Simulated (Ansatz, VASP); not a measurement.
SrCl2 in VASP and in Ansatz

Contents of INCAR:

```
SYSTEM = SrCl2
PREC = Accurate
ENCUT = 520
EDIFF = 1E-7
ISMEAR = 0
SIGMA = 0.05
LREAL = .FALSE.
LASPH = .TRUE.
NELM = 100
ALGO = Normal
ISIF = 2
LWAVE = .FALSE.
LCHARG = .FALSE.
GGA = CA
NBANDS = 19
```

File KPOINTS:

```
regular mesh
0
G
  6 6 6
  0 0 0
```

The input POSCAR:

```
SrCl2
1.0
    0.0000000000      3.2066600000      3.4855000000
    3.2066600000      0.0000000000      3.4855000000
    3.2066600000      3.2066600000      0.0000000000
Sr Cl
1 2
Direct
    0.0000000000      0.0000000000      0.0000000000
    0.2500000000      0.2500000000      0.2500000000
    0.7500000000      0.7500000000      0.7500000000
```

Input for Ansatz:

```yaml
crystal:
  lattice:
    - [0.0, 3.20666, 3.4855]
    - [3.20666, 0.0, 3.4855]
    - [3.20666, 3.20666, 0.0]
  atoms:
    - { symbol: Sr, position: [0.0, 0.0, 0.0] }
    - { symbol: Cl, position: [0.25, 0.25, 0.25] }
    - { symbol: Cl, position: [0.75, 0.75, 0.75] }
basis:
  ecutwfc: 420
kpoints:
  mp_grid: { grid: [6, 6, 6] }
hamiltonian:
  xc: lda
scf:
  occupations: { method: gaussian, width: 0.05 }
output:
  forces: true
  stress: true
  eigenvalues: true
```

Change from the starting cell: strain -0.080 along x and y, +0.000 along z, atoms carried along.

Alike in both runs: task single point; functional LDA; k mesh 6 × 6 × 6; occupations gaussian, width 0.05 eV; no spin polarisation.

```csv
,VASP,Ansatz
version,VASP 6.6.1,Ansatz 0.2.0
potentials or method,"VASP PAW LDA potentials, release 64 (Sr_sv, Cl), cutoff 520 eV","scalar-relativistic, plane waves, PAW"
valence electrons in the cell,24,24
```

```tsv
	VASP	Ansatz	Ansatz less VASP
gap on the k mesh at the Fermi level (eV)	4.66	4.67	+0.009
least direct gap on the mesh (eV)	4.68	4.69	+0.007
pressure (GPa)	5.4	5.1	-0.27
traceless stress, the component that is largest in VASP (GPa)	-3.53	-3.56	-0.032
```

LDA's correlation is that of Perdew and Zunger in VASP and of Perdew and Wang (1992) in Ansatz.
